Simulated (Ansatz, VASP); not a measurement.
**Two plane-wave programs on Ga**

```
Ga
1.0
     2.77842    0.00000    0.00000
     0.00000    3.28161    0.00000
    -1.34343    0.00000    3.99027
Ga
2
Direct
  0.13460 0.75000 0.77017
  0.86540 0.25000 0.22983
```

Alike in both runs: task single point; functional LDA; k mesh 10 × 8 × 7; occupations fermi-dirac, width 0.05 eV; no spin polarisation.

|  | VASP | Ansatz |
| --- | --- | --- |
| version | VASP 6.6.1 | Ansatz 0.2.0 |
| potentials or method | VASP PAW LDA potentials, release 64 (Ga_d) | Ansatz PAW |
| plane-wave cutoff (eV) | 520 | 420 |
| valence electrons in the cell | 26 | 26 |

|  | VASP | Ansatz | Ansatz less VASP |
| --- | --- | --- | --- |
| gap on the k mesh at the Fermi level (eV) | none | none | - |
| pressure (GPa) | -2.7 | -2.8 | -0.10 |
| traceless stress, the component that is largest in VASP (GPa) | -0.90 | -0.90 | 0.000 |
| rms of the force components (eV/Å) | 0.037 | 0.037 | -0.0001 |

LDA's correlation is that of Perdew and Zunger in VASP and of Perdew and Wang (1992) in Ansatz. Atom by atom the forces differ by 0.000 eV/Å (rms over components). A gap of «none» marks a metal or a gap that the smearing closes.
